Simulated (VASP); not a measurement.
Runs of VASP 6.6.1 on Ni. The structure is that of space group Fm-3m (No. 225), or close to it. The cells are those of the table. 

| cell | gap on the mesh (eV) | pressure (GPa) |
| --- | --- | --- |
| a = 2.449 Å, angles 60.0°, 1 atom | none | (a) |
| a = 2.483 Å, angles 60.0°, 1 atom | none | (b) |
| a = 2.499 Å, angles 60.0°, 1 atom | none | -3.8 |
| a = 2.466 Å, angles 60.0°, 1 atom | none | 4.3 |
| a = 2.480 Å, angles 60.0°, 1 atom | none | 0.8 |

Alike in all rows: task single point; level PBE; potentials or basis VASP PAW PBE potentials, release 64 (Ni); no spin polarisation; k mesh 22 × 22 × 22; cutoff (eV) 520; smearing gaussian 0.05 eV.

Problem. Fill in the values left out.

Solution. (a) 9.1; (b) 0.2.

Caveats: the run has no spin polarisation, though such a crystal can be magnetic; the cell stands under pressure (at least some runs); the cell stands under tension (at least some runs).

A gap of «none» marks levels without a gap at the run's occupations.
